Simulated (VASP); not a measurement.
# MgO in VASP: notebook

The runs below take MgO through single point, with r2SCAN.

All numbers are computed with VASP 6.6.1; they aren't measurements. Logs are shortened: lines on timing, memory, paths and dates and some standing lists are left out, and cuts for length are marked.

### Step 1. The cell of the first run

The structure is tetragonal, space group I4/mmm (No. 139). Conventional cell: a = 2.973 Å, b = 2.973 Å, c = 4.330 Å, α = 90.00°, β = 90.00°, γ = 90.00°. Within 2.8 Å of Mg (site symmetry 4/mmm) lie 6 O at 2.10 to 2.17 Å. O (site symmetry 4/mmm) has 6 Mg at 2.10 to 2.17 Å within 2.8 Å.

### Step 2. Single point, r2SCAN (uniaxial z strain +3.0%)

The input, POSCAR:

```
MgO
1.0
    0.0000000000      2.1021674167      2.1652324392
    2.1021674167      0.0000000000      2.1652324392
    2.1021674167      2.1021674167      0.0000000000
Mg O
1 1
Direct
    0.0000000000      0.0000000000      0.0000000000
    0.5000000000      0.5000000000      0.5000000000
```

The input, INCAR.step1:

```
SYSTEM = MgO
  PREC = Accurate
  ENCUT = 520
  ISMEAR = 0
  SIGMA = 0.01
  LREAL = .FALSE.
  LASPH = .TRUE.
  NELM = 60
  NBANDS = 11
  GGA = PE
  ALGO = Normal
  EDIFF = 1E-4
  LWAVE = .TRUE.
  LCHARG = .FALSE.
```

The input, INCAR.step2:

```
SYSTEM = MgO
  PREC = Accurate
  ENCUT = 520
  EDIFF = 1E-6
  ISMEAR = 0
  SIGMA = 0.01
  LREAL = .FALSE.
  LASPH = .TRUE.
  NELM = 60
  ALGO = Normal
  ISIF = 2
  LWAVE = .FALSE.
  LCHARG = .FALSE.
  METAGGA = R2SCAN
  LMIXTAU = .TRUE.
  NBANDS = 11
  ISTART = 1
```

The input, KPOINTS:

```
regular mesh
0
G
  10 10 10
  0 0 0
```

Potentials or basis: VASP PAW PBE potentials, release 64 (Mg, O).

The run is started by

```console
$ cat potpaw_PBE.64/Mg/POTCAR potpaw_PBE.64/O/POTCAR > POTCAR
$ cp INCAR.step1 INCAR
$ mpirun -np 1 vasp_std > vasp.out
$ cp INCAR.step2 INCAR
$ mpirun -np 1 vasp_std > vasp.out
```

OUTCAR:

```text
SYSTEM = MgO
   PREC = Accurate
   ENCUT = 520
   EDIFF = 1E-6
   ISMEAR = 0
   LREAL = .FALSE.
   LASPH = .TRUE.
   NELM = 60
   ISIF = 2
   METAGGA = R2SCAN
   ISTART = 1

 ion  position               nearest neighbor table
   1  0.000  0.000  0.000-   2 2.10   2 2.10   2 2.10   2 2.10   2 2.17   2 2.17
   2  0.500  0.500  0.500-   1 2.10   1 2.10   1 2.10   1 2.10   1 2.17   1 2.17

  LATTYP: Found a body centered tetragonal cell.
 ALAT       =     2.9729136711
 C/A-ratio  =     1.4566399692

  Lattice vectors:

 A1 = (  -2.1021674167,   0.0000000000,   2.1652324392)
 A2 = (   2.1021674167,   0.0000000000,   2.1652324392)
 A3 = (   0.0000000000,   2.1021674167,  -2.1652324392)

Analysis of symmetry for initial positions (statically):
=====================================================================
 Subroutine PRICEL returns:
 Original cell was already a primitive cell.

 Routine SETGRP: Setting up the symmetry group for a
 body centered tetragonal supercell.

 Subroutine GETGRP returns: Found 16 space group operations
 (whereof 16 operations were pure point group operations)
 out of a pool of 16 trial point group operations.

The static configuration has the point symmetry D_4h.

Analysis of symmetry for dynamics (positions and initial velocities):
=====================================================================
 Subroutine PRICEL returns:
 Original cell was already a primitive cell.

 Routine SETGRP: Setting up the symmetry group for a
 body centered tetragonal supercell.

 Subroutine GETGRP returns: Found 16 space group operations
 (whereof 16 operations were pure point group operations)
 out of a pool of 16 trial point group operations.

The dynamic configuration has the point symmetry D_4h.

 Subroutine INISYM returns: Found 16 space group operations
 (whereof 16 operations are pure point group operations),
 and found     1 'primitive' translations

----------------------------------------------------------------------------------------

                                     Primitive cell

  volume of cell :      19.1368

  direct lattice vectors                    reciprocal lattice vectors
     0.000000000  2.102167417  2.165232439    -0.237849753  0.237849753  0.230922090
     2.102167417  0.000000000  2.165232439     0.237849753 -0.237849753  0.230922090
     2.102167417  2.102167417  0.000000000     0.237849753  0.237849753 -0.230922090

  length of vectors
     3.017836868  3.017836868  2.972913671     0.408007379  0.408007379  0.408007379

  position of ions in fractional coordinates (direct lattice)
     0.000000000  0.000000000  0.000000000
     0.500000000  0.500000000  0.500000000

  ion indices of the primitive-cell ions
   primitive index   ion index
                 1           1
                 2           2

----------------------------------------------------------------------------------------

 KPOINTS: regular mesh

Automatic generation of k-mesh.
 Grid dimensions read from file:
 generate k-points for:   10   10   10

 Generating k-lattice:

  Cartesian coordinates                     Fractional coordinates (reciprocal lattice)
    -0.023784975  0.023784975  0.023092209     0.100000000 -0.000000000  0.000000000
     0.023784975 -0.023784975  0.023092209    -0.000000000  0.100000000  0.000000000
     0.023784975  0.023784975 -0.023092209     0.000000000  0.000000000  0.100000000

  Length of vectors
     0.040800738  0.040800738  0.040800738

  Shift w.r.t. Gamma in fractional coordinates (k-lattice)
     0.000000000  0.000000000  0.000000000

 Subroutine IBZKPT returns following result:
 ===========================================

 Found    102 irreducible k-points:

 Following reciprocal coordinates:
            Coordinates               Weight
  0.000000  0.000000  0.000000      1.000000
  0.100000 -0.000000  0.000000      8.000000
  0.200000 -0.000000  0.000000      8.000000
  0.300000  0.000000  0.000000      8.000000
  0.400000  0.000000  0.000000      8.000000
  0.500000  0.000000  0.000000      4.000000
[... 16 lines left out ...]
  0.300000  0.300000  0.000000      2.000000
  0.400000  0.300000  0.000000      8.000000
 [... further k-points ...]
   k-points           NKPTS =    102   k-points in BZ     NKDIM =    102   number of bands    NBANDS=     11
   number of dos      NEDOS =    301   number of ions     NIONS =      2
   total plane-waves  NPLWV =  13824
   dimension x,y,z NGX =    24 NGY =   24 NGZ =   24
   dimension x,y,z NGXF=    48 NGYF=   48 NGZF=   48
   ions per type =               1   1
   NGX,Y,Z   is equivalent  to a cutoff of  13.22, 13.22, 13.42 a.u.
   NGXF,Y,Z  is equivalent  to a cutoff of  26.44, 26.44, 26.84 a.u.
 SYSTEM =  MgO
   PREC   = accura    normal or accurate (medium, high low for compatibility)
   ISTART =      1    job   : 0-new  1-cont  2-samecut
   ICHARG =      0    charge: 1-file 2-atom 10-const
   ISPIN  =      1    spin polarized calculation?
   LNONCOLLINEAR =      F non collinear calculations
   LSORBIT =      F    spin-orbit coupling
   LASPH  =      T    aspherical Exc in radial PAW
   ENCUT  =  520.0 eV  38.22 Ry    6.18 a.u.   5.61  5.61  5.53*2*pi/ulx,y,z
   NELM   =     60;   NELMIN=  2; NELMDL=  0     # of ELM steps
   EDIFF  = 0.1E-05   stopping-criterion for ELM
   LREAL  =      F    real-space projection
   EDIFFG = 0.1E-04   stopping-criterion for IOM
   NSW    =      0    number of steps for IOM
   IBRION =     -1    ionic relax: 0-MD 1-quasi-New 2-CG
   NFREE  =      0    steps in history (QN), initial steepest desc. (CG)
   ISIF   =      2    stress and relaxation
   ISYM   =      2    0-nonsym 1-usesym 2-fastsym
   POTIM  = 0.5000    time-step for ionic-motion
   TEBEG  =    0.0;   TEEND  =   0.0 temperature during run
   PSTRESS=    0.0 pullay stress
   NELECT =       8.0000    total number of electrons
   NUPDOWN=      -1.0000    fix difference up-down
   EMIN   =  10.00;   EMAX   =-10.00  energy-range for DOS
   EFERMI =   0.00;   METHOD = LEGACY
   ISMEAR =     0;   SIGMA  =   0.01  broadening in eV -4-tet -1-fermi 0-gaus
   EFERMI_NEDOS =   21; number of points for ismear=-14 and -15
   IALGO  =     38    algorithm
   IMIX   =      4    mixing-type and parameters
     AMIX     =   0.40;   BMIX     =  1.00
     AMIX_MAG =   1.60;   BMIX_MAG =  1.00
  volume/ion in A,a.u.               =       9.57        64.57
  Fermi-wavevector in a.u.,A,eV,Ry     =   1.224095  2.313204 20.387086  1.498409
  Thomas-Fermi vector in A             =   2.359182
   LORBIT       =      0    0 simple, 1 ext, 2 COOP (PROOUT), +10 PAW based schemes
   METAGGA = R2SCAN    functional components
   LHFCALC =     F    Hartree Fock is set to
   AEXX    =    0.0000 exact exchange contribution
   IVDW    =     0    specifies the selected vdW correction
   LEPSILON=     F    determine dielectric tensor
   LRPA    =     F    only Hartree local field effects (RPA)
 non-spin polarized calculation
 Gauss-broadening in eV      SIGMA  =   0.01
  energy-cutoff  :      520.00
  volume of cell :       19.14
 maximum number of plane-waves:       533
 NGX is ok and might be reduce to    24
   NGX = 11   NGY = 11   NGZ = 11

 number of electron       8.0000003 magnetization

 Free energy of the ion-electron system (eV)
  ---------------------------------------------------
  ext. energy  EPLUGINS =         0.00000000
  ---------------------------------------------------
  free energy    TOTEN  =       -16.14364346 eV

  energy without entropy =      -16.14364346  energy(sigma->0) =      -16.14364346

 E-fermi :   2.7506     XC(G=0): -11.4704

 val. band max:        2.6413026218   @ k =   0.0000   0.0000   0.0000
 cond. band min:       7.9587462185   @ k =   0.0000   0.0000   0.0000
 fundamental gap:      5.3174435967
 Fermi energy:         2.7505917884

 k-point     1 :       0.0000    0.0000    0.0000
  band No.  band energies     occupation
      1     -15.4807      2.00000
      2       2.5785      2.00000
      3       2.5785      2.00000
      4       2.6413      2.00000
      5       7.9587      0.00000
      6      19.0942      0.00000
      7      19.4064      0.00000
      8      19.4064      0.00000
      9      23.3805      0.00000
     10      24.6391      0.00000
     11      25.6067      0.00000

 k-point     2 :       0.1000   -0.0000    0.0000
  band No.  band energies     occupation
      1     -15.3811      2.00000
      2       1.9754      2.00000
      3       2.5176      2.00000
      4       2.5498      2.00000
      5       8.5744      0.00000
      6      18.0597      0.00000
      7      19.4325      0.00000
      8      19.6575      0.00000
      9      23.9348      0.00000
     10      24.7906      0.00000
     11      25.0313      0.00000

 k-point     3 :       0.2000   -0.0000    0.0000
  band No.  band energies     occupation
      1     -15.1087      2.00000
      2       0.6862      2.00000
      3       2.3626      2.00000
      4       2.3654      2.00000
      5       9.7893      0.00000
      6      16.5418      0.00000
      7      19.8525      0.00000
      8      20.1976      0.00000
      9      23.3488      0.00000
     10      23.9717      0.00000
     11      25.9448      0.00000

 k-point     4 :       0.3000    0.0000    0.0000
  band No.  band energies     occupation
      1     -14.7441      2.00000
      2      -0.6126      2.00000
      3       2.1496      2.00000
      4       2.1794      2.00000
      5      10.7760      0.00000
      6      15.8415      0.00000
      7      19.8526      0.00000
      8      20.4060      0.00000
      9      23.9673      0.00000
     10      24.3049      0.00000
     11      25.3675      0.00000
[... 239 lines left out ...]
 k-point    22 :      -0.2000    0.2000    0.0000
  band No.  band energies     occupation
      1     -14.6215      2.00000
      2      -0.4997      2.00000
      3       1.3249      2.00000
      4       2.1758      2.00000
      5      11.7361      0.00000
      6      15.2358      0.00000
      7      18.6355      0.00000
      8      21.6154      0.00000
      9      22.1803      0.00000
     10      25.0485      0.00000
     11      28.0904      0.00000

 k-point    23 :       0.3000    0.3000    0.0000
  band No.  band energies     occupation
      1     -14.5967      2.00000
      2      -0.4823      2.00000
      3       1.7244      2.00000
      4       1.7244      2.00000
      5      12.1684      0.00000
      6      14.0716      0.00000
      7      17.6224      0.00000
      8      21.6942      0.00000
      9      21.6942      0.00000
     10      28.1406      0.00000
     11      30.6457      0.00000

 k-point    24 :       0.4000    0.3000    0.0000
  band No.  band energies     occupation
      1     -14.3715      2.00000
      2      -0.9102      2.00000
      3       1.3580      2.00000
      4       1.5879      2.00000
      5      12.9624      0.00000
      6      13.8140      0.00000
      7      16.8420      0.00000
      8      21.9755      0.00000
      9      22.1366      0.00000
     10      28.8266      0.00000
     11      30.2829      0.00000

 [... further k-points ...]
[... 5 lines left out ...]
  --------------------------------------------------------------------------------------
  -------------------------------------------------------------------------------------
  Total       -0.4542818     -0.4542818     -1.0562887      0.0000000     -0.0000000     -0.0000000
  in kB      -38.0335413    -38.0335413    -88.4349808      0.0000000     -0.0000000     -0.0000000
  external PRESSURE =     -54.8340212 kB  Pullay stress =       0.0000000 kB

 VOLUME and BASIS-vectors are now :
 -----------------------------------------------------------------------------
  energy-cutoff  :      520.00
  volume of cell :       19.14
      direct lattice vectors                 reciprocal lattice vectors
     0.000000000  2.102167417  2.165232439    -0.237849753  0.237849753  0.230922090
     2.102167417  0.000000000  2.165232439     0.237849753 -0.237849753  0.230922090
     2.102167417  2.102167417  0.000000000     0.237849753  0.237849753 -0.230922090

 POSITION                                       TOTAL-FORCE (eV/Angst)
 -----------------------------------------------------------------------------------
      0.00000      0.00000      0.00000        -0.000000      0.000000      0.000000
      2.10217      2.10217      2.16523         0.000000     -0.000000      0.000000
 -----------------------------------------------------------------------------------
    total drift:                               -0.000000     -0.000000      0.000000

  FREE ENERGIE OF THE ION-ELECTRON SYSTEM (eV)
  ---------------------------------------------------
  free  energy   TOTEN  =       -16.1436434565 eV

  energy  without entropy=      -16.1436434565  energy(sigma->0) =      -16.14364346
```

Run time: 70 s. Hardware: 1 thread of Intel Xeon 8259CL, shared host; peak memory 0.16 GiB.

What came out:

```yaml
Free_energy: -16.1436 eV
Pressure: -5.5 GPa
Band_gap_on_the_k_mesh: 5.32 eV
```

Stress tensor (GPa, compression positive):
```
-3.80  0.00  0.00
 0.00 -3.80  0.00
 0.00  0.00 -8.84
```

Levels at points of the mesh, in eV from the valence-band top:
| k point | band 1 | band 2 | band 3 | band 4 | band 5 | band 6 | band 7 | band 8 | band 9 |
| --- | --- | --- | --- | --- | --- | --- | --- | --- | --- |
| (0.00, 0.00, 0.00) | -18.12 | -0.06 | -0.06 | 0.00 | 5.32 | 16.45 | 16.77 | 16.77 | 20.74 |
| (0.50, 0.00, 0.00) | -16.93 | -4.55 | -0.72 | -0.66 | 8.59 | 13.47 | 16.82 | 17.47 | 21.95 |
| (0.50, 0.50, 0.00) | -16.74 | -4.10 | -1.30 | -1.30 | 10.17 | 10.79 | 13.72 | 20.19 | 20.19 |
| (0.50, 0.00, 0.50) | -16.67 | -4.01 | -1.52 | -1.33 | 9.86 | 10.74 | 14.11 | 19.54 | 20.13 |

Caveat: the cell differs from its parent crystal (uniaxial z strain +3.0%); the cell stands under tension; the PAW data sets were made with another functional, which shifts forces and pressure a little.

### Step 3. Single point, r2SCAN (uniaxial x strain +2.5%)

The input, POSCAR:

```
MgO
1.0
    0.0000000000      2.1021674167      2.1021674167
    2.1547216021      0.0000000000      2.1021674167
    2.1547216021      2.1021674167      0.0000000000
Mg O
1 1
Direct
    0.0000000000      0.0000000000      0.0000000000
    0.5000000000      0.5000000000      0.5000000000
```

The input, INCAR.step1:

```
SYSTEM = MgO
ALGO = Normal
EDIFF = 1E-4
ENCUT = 520
GGA = PE
ISMEAR = 0
LASPH = .True.
LCHARG = .False.
LREAL = .False.
LWAVE = .True.
NBANDS = 11
NELM = 100
PREC = Accurate
SIGMA = 0.01
```

The input, INCAR.step2:

```
SYSTEM = MgO
ALGO = Normal
EDIFF = 1E-6
ENCUT = 520
ISIF = 2
ISMEAR = 0
ISTART = 1
LASPH = .True.
LCHARG = .True.
LELF = .True.
LMIXTAU = .True.
LREAL = .False.
LVHAR = .True.
LWAVE = .False.
METAGGA = R2SCAN
NBANDS = 11
NELM = 100
PREC = Accurate
SIGMA = 0.01
```

The input, KPOINTS:

```
k-points
0
Gamma
  10 10 10
  0 0 0
```

Potentials or basis: VASP PAW PBE potentials, release 64 (Mg, O).

The run is started by

```console
$ cat potpaw_PBE.64/Mg/POTCAR potpaw_PBE.64/O/POTCAR > POTCAR
$ cp INCAR.step1 INCAR
$ mpirun -np 1 vasp_std > vasp.out
$ cp INCAR.step2 INCAR
$ mpirun -np 1 vasp_std > vasp.out
```

It took 1.7 min on 1 thread of Intel Xeon 8259CL, shared host; peak memory 0.16 GiB.

The run converged. Its results:

```
Free energy            : -16.1483 eV
Pressure               : -4.8 GPa
Band gap on the k mesh : 5.37 eV
```

Stress tensor (GPa, compression positive):
```
-7.76  0.00  0.00
 0.00 -3.38  0.00
 0.00  0.00 -3.38
```

Levels at points of the mesh, in eV from the valence-band top:
| k point | band 1 | band 2 | band 3 | band 4 | band 5 | band 6 | band 7 | band 8 | band 9 |
| --- | --- | --- | --- | --- | --- | --- | --- | --- | --- |
| (0.00, 0.00, 0.00) | -18.14 | -0.05 | -0.05 | 0.00 | 5.37 | 16.52 | 16.78 | 16.78 | 20.78 |
| (0.50, 0.00, 0.00) | -16.94 | -4.56 | -0.71 | -0.66 | 8.63 | 13.54 | 16.92 | 17.47 | 22.03 |
| (0.50, 0.50, 0.00) | -16.67 | -4.03 | -1.49 | -1.34 | 9.89 | 10.80 | 14.15 | 19.69 | 20.19 |
| (0.00, 0.50, 0.50) | -16.74 | -4.11 | -1.31 | -1.31 | 10.14 | 10.84 | 13.82 | 20.23 | 20.23 |

Caveat: the cell differs from its parent crystal (uniaxial x strain +2.5%); the cell stands under tension; the PAW data sets were made with another functional, which shifts forces and pressure a little.

### Step 4. Single point, r2SCAN (strain along [111] +1.5%)

The input, POSCAR:

```
MgO
1.0
    0.0210216742      2.1231890908      2.1231890908
    2.1231890908      0.0210216742      2.1231890908
    2.1231890908      2.1231890908      0.0210216742
Mg O
1 1
Direct
    0.0000000000      0.0000000000      0.0000000000
    0.5000000000      0.5000000000      0.5000000000
```

The input, INCAR.step1:

```
SYSTEM = MgO
PREC = Accurate ; ENCUT = 520
ISMEAR = 0 ; SIGMA = 0.01
LREAL = .False. ; LASPH = .True.
NELM = 80 ; NBANDS = 11
GGA = PE ; ALGO = Normal
EDIFF = 1E-4 ; LWAVE = .True.
LCHARG = .False.
```

The input, INCAR.step2:

```
SYSTEM = MgO
PREC = Accurate ; ENCUT = 520
EDIFF = 1E-6 ; ISMEAR = 0
SIGMA = 0.01 ; LREAL = .False.
LASPH = .True. ; NELM = 80
ALGO = Normal ; ISIF = 2
LWAVE = .False. ; LCHARG = .False.
METAGGA = R2SCAN ; LMIXTAU = .True.
NBANDS = 11 ; ISTART = 1
```

The input, KPOINTS:

```
regular mesh
0
Gamma
  10 10 10
  0 0 0
```

The run is started by

```console
$ cat potpaw_PBE.64/Mg/POTCAR potpaw_PBE.64/O/POTCAR > POTCAR
$ cp INCAR.step1 INCAR
$ mpirun -np 1 vasp_std > vasp.out
$ cp INCAR.step2 INCAR
$ mpirun -np 1 vasp_std > vasp.out
```

Run time: 2.2 min. Hardware: 1 thread of Intel Xeon 8259CL, shared host; peak memory 0.16 GiB.

It converged, with:

* Free energy: -16.1547 eV
* Pressure: -3.5 GPa
* Band gap on the k mesh: 5.47 eV

Stress tensor (GPa, compression positive):
```
-3.53 -1.57 -1.57
-1.57 -3.53 -1.57
-1.57 -1.57 -3.53
```

Levels at points of the mesh, in eV from the valence-band top:
| k point | band 1 | band 2 | band 3 | band 4 | band 5 | band 6 | band 7 | band 8 | band 9 |
| --- | --- | --- | --- | --- | --- | --- | --- | --- | --- |
| (0.00, 0.00, 0.00) | -18.19 | -0.11 | 0.00 | 0.00 | 5.47 | 16.45 | 16.89 | 16.89 | 20.85 |
| (0.50, 0.00, 0.00) | -16.95 | -4.59 | -0.76 | -0.68 | 8.66 | 13.71 | 17.12 | 17.31 | 22.14 |
| (0.50, 0.50, 0.00) | -16.72 | -4.10 | -1.46 | -1.34 | 9.96 | 10.93 | 14.14 | 20.09 | 20.28 |
| (0.50, 0.50, 0.50) | -17.00 | -4.66 | -0.63 | -0.63 | 8.80 | 13.48 | 17.50 | 17.50 | 22.33 |

Caveat: the cell differs from its parent crystal (strain along [111] +1.5%); the cell stands under tension; the PAW data sets were made with another functional, which shifts forces and pressure a little.

### Step 5. Overview

```tsv
cell	gap on the mesh (eV)	pressure (GPa)
a = 3.018, b = 3.018, c = 2.973 Å, angles 60.5, 60.5, 59.0°, 2 atoms	5.32	-5.5
a = 2.973, b = 3.010, c = 3.010 Å, angles 59.2, 60.4, 60.4°, 2 atoms	5.37	-4.8
a = 3.003 Å, angles 59.3°, 2 atoms	5.47	-3.5
```

Alike in all rows: task single point; level r2SCAN; potentials or basis VASP PAW PBE potentials, release 64 (Mg, O); no spin polarisation; k mesh 10 × 10 × 10; cutoff (eV) 520; smearing gaussian 0.01 eV.

Caveats: the cell stands under tension; the PAW data sets were made with another functional, which shifts forces and pressure a little.

Total energies depend on the potentials used, so only differences within one code and one set of settings carry meaning.
